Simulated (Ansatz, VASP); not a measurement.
**Li4Os in VASP and in Ansatz**

```
Li Os
1.0
     5.07552    0.00000    0.00000
     0.00000    5.07552    0.00000
     0.00000    0.00000    4.58758
Li Os
8 2
Cartesian
  3.4201 4.1931 1.1551
  4.1931 1.6554 1.1551
  0.8824 1.6554 3.4325
  4.1931 3.4201 3.4325
  3.4201 0.8824 3.4325
  1.6554 4.1931 3.4325
  1.6554 0.8824 1.1551
  0.8824 3.4201 1.1551
  2.5378 2.5378 0.0000
  0.0000 0.0000 0.0000
```

Change from the starting cell: species swapped into the PtPb4 type (P4/nbm, No. 125).

Alike in both runs: task single point; functional PBE; k mesh 4 × 4 × 4; occupations gaussian, width 0.1 eV; no spin polarisation.

|  | VASP | Ansatz |
| --- | --- | --- |
| version | VASP 6.6.1 | Ansatz 0.2.0 |
| potentials or method | VASP PAW PBE potentials, release 64 (Li_sv, Os), cutoff 520 eV | scalar-relativistic, plane waves, PAW |
| valence electrons in the cell | 40 | 56 |

VASP gave:

* gap on the k mesh at the Fermi level (eV): none
* rms of the force components (eV/Å): 0.893

Task: What did Ansatz give for the same quantities?

Result: gap on the k mesh at the Fermi level (eV): none; rms of the force components (eV/Å): 0.862.

Atom by atom the forces differ by 0.031 eV/Å (rms over components). A gap of «none» marks a metal or a gap that the smearing closes. With one functional, cell and mesh, what is left measures potentials, basis and numerics. VASP's potentials hold 40 valence electrons a cell and Ansatz's 56, so a difference there can come from the potentials and not from the codes.

Neither program's run includes spin-orbit coupling. Noted on VASP's run: the cutoff is short for stress, so the pressure is rough.
